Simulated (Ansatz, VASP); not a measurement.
## Zn: VASP beside Ansatz

Contents of INCAR:

```
PREC = Accurate
ENCUT = 520
EDIFF = 1E-6
ISMEAR = -1
SIGMA = 0.05
LREAL = False
LASPH = True
NELM = 80
ALGO = Fast
ISIF = 2
LWAVE = False
LCHARG = False
GGA = PS
NBANDS = 12
```

The input KPOINTS:

```
Automatic mesh
0
Gamma
  10 10 10
```

The input POSCAR:

```
Zn
1.0
    0.0000000000      1.9647760000      1.8861849600
    1.9647760000      0.0000000000      1.8861849600
    1.9647760000      1.9647760000      0.0000000000
Zn
1
Direct
    0.0000000000      0.0000000000      0.0000000000
```

input.yaml

```yaml
crystal:
  lattice:
    - [0.0, 1.964776, 1.88618496]
    - [1.964776, 0.0, 1.88618496]
    - [1.964776, 1.964776, 0.0]
  atoms:
    - { symbol: Zn, position: [0.0, 0.0, 0.0] }
hamiltonian:
  xc: pbesol
  pseudopotentials: { kind: paw }
kpoints:
  mp_grid: { grid: [10, 10, 10] }
  band_path:
    path:
      - [[0.0, 0.0, 0.0], [0.0, 0.5, 0.5], [0.2712673611, 0.5, 0.7712673611], [0.3856336806, 0.3856336806, 0.7712673611], [0.0, 0.0, 0.0], [-0.5, -0.5, 0.0], [-0.3856336806, -0.3856336806, 0.2287326389], [0.0, 0.0, 0.5], [-0.25, 0.25, 0.5], [-0.5, -0.2712673611, 0.2287326389], [-0.5, -0.5, 0.0]]
      - [[0.0, 0.5, 0.5], [-0.25, 0.25, 0.5]]
    npoints: 14
scf:
  occupations: { method: fermi_dirac, width: 0.05 }
  n_extra_bands: 6
output:
  forces: true
  stress: true
  eigenvalues: true
  fatbands: true
```

Alike in both runs: functional PBEsol; k mesh 10 × 10 × 10; occupations fermi-dirac, width 0.05 eV; no spin polarisation.

|  | VASP | Ansatz |
| --- | --- | --- |
| version | VASP 6.6.1 | Ansatz 0.2.0 |
| potentials or method | VASP PAW PBE potentials, release 64 (Zn) | Ansatz PAW |
| plane-wave cutoff (eV) | 520 | 420 |
| valence electrons in the cell | 12 | 12 |
| task | single point | band structure |

VASP gave:

- gap on the k mesh at the Fermi level (eV): none
- pressure (GPa): -2.1
- traceless stress, the component that is largest in VASP (GPa): 0.84

Q: Estimate Ansatz's values.

A: gap on the k mesh at the Fermi level (eV): none; pressure (GPa): -2.6; traceless stress, the component that is largest in VASP (GPa): 0.85.

VASP's potentials were made for PBE, not for PBEsol. A gap of «none» marks a metal or a gap that the smearing closes. With one functional, cell and mesh, what is left measures potentials, basis and numerics.
